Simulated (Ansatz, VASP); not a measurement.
BiB in VASP and in Ansatz

```xyz
4
Lattice="4.2223 0.0000 0.0000 -2.1112 3.6567 0.0000 0.0000 0.0000 5.3480" Properties=species:S:1:pos:R:3 pbc="T T T"
B     0.0000    2.4378    1.3370
B     2.1112    1.2189    4.0110
Bi    2.1112    1.2189    1.3370
Bi    0.0000    2.4378    4.0110
```

Alike in both runs: task single point; functional r2SCAN; dispersion rVV10; k mesh 12 × 12 × 6; occupations fermi-dirac, width 0.03 eV; no spin polarisation.

|  | VASP | Ansatz |
| --- | --- | --- |
| version | VASP 6.6.1 | Ansatz 0.2.0 |
| potentials or method | VASP PAW PBE potentials, release 64 (B, Bi_d) | plane waves, PAW |
| plane-wave cutoff (eV) | 520 | 500 |
| valence electrons in the cell | 36 | 36 |

Ansatz gave:

| Item | Value |
| --- | --- |
| pressure (GPa) | 0.4 |
| traceless stress, the component that is largest in VASP (GPa) | 0.27 |

Question: Estimate VASP's values.

Answer: Pressure (GPa): 0.6; traceless stress, the component that is largest in VASP (GPa): 0.35.

VASP's potentials were made for PBE, not for r2SCAN.

Spin-orbit coupling is off throughout.
